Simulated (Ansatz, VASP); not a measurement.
# Two plane-wave programs on Ag3Cl

File INCAR:

```
  ALGO = Normal
  EDIFF = 1E-6
  EDIFFG = -0.01
  ENCUT = 600
  GGA = PE
  IBRION = 2
  ISIF = 3
  ISMEAR = 0
  LASPH = T
  LCHARG = F
  LREAL = F
  LWAVE = F
  NELM = 100
  NSW = 100
  PREC = Accurate
  SIGMA = 0.1
```

File KPOINTS:

```
k-points
0
Gamma
  12 12 12
```

POSCAR

```
Ag3Cl
1.0
    4.2550792419      0.0000000000      0.0000000000
    0.0000000000      4.2550792419      0.0000000000
    0.0000000000      0.0000000000      4.2550792419
Ag Cl
3 1
Direct
    0.0000000000      0.5000000000      0.5000000000
    0.5000000000      0.0000000000      0.5000000000
    0.5000000000      0.5000000000      0.0000000000
    0.0000000000      0.0000000000      0.0000000000
```

Input for Ansatz:

```yaml
crystal:
  lattice:
    - [4.2550792419, 0.0, 0.0]
    - [0.0, 4.2550792419, 0.0]
    - [0.0, 0.0, 4.2550792419]
  atoms:
    - { symbol: Ag, position: [0.0, 0.5, 0.5] }
    - { symbol: Ag, position: [0.5, 0.0, 0.5] }
    - { symbol: Ag, position: [0.5, 0.5, 0.0] }
    - { symbol: Cl, position: [0.0, 0.0, 0.0] }
basis:
  ecutwfc: 420
kpoints:
  mp_grid: { grid: [12, 12, 12] }
hamiltonian:
  xc: pbe
scf:
  occupations: { method: gaussian, width: 0.1 }
output:
  forces: true
  stress: true
  eigenvalues: true
relax:
  adjacent_minimum: "off"
  f_tol: 0.01
  max_steps: 80
  cell: { stress_tol: 0.05 }
```

Alike in both runs: task relaxation of cell and atoms; functional PBE; k mesh 12 × 12 × 12; occupations gaussian, width 0.1 eV; no spin polarisation.

```csv
,VASP,Ansatz
version,VASP 6.6.1,Ansatz 0.2.0
potentials or method,"VASP PAW PBE potentials, release 64 (Ag, Cl), cutoff 600 eV","scalar-relativistic, plane waves, PAW"
valence electrons in the cell,40,64
```

Ansatz gave:

| Quantity | Value |
| --- | --- |
| gap on the k mesh at the Fermi level, each at its own relaxed structure (eV) | none |
| relaxed volume (Å³/atom) | 19.26 |
| relaxed length of the cell vector where the two differ most in proportion (Å) | 4.255 |

Q: What did VASP give for the same quantities?

A: gap on the k mesh at the Fermi level, each at its own relaxed structure (eV): none; relaxed volume (Å³/atom): 19.22; relaxed length of the cell vector where the two differ most in proportion (Å): 4.252.

A gap of «none» marks a metal or a gap that the smearing closes. VASP's potentials hold 40 valence electrons a cell and Ansatz's 64, so a difference there can come from the potentials and not from the codes.
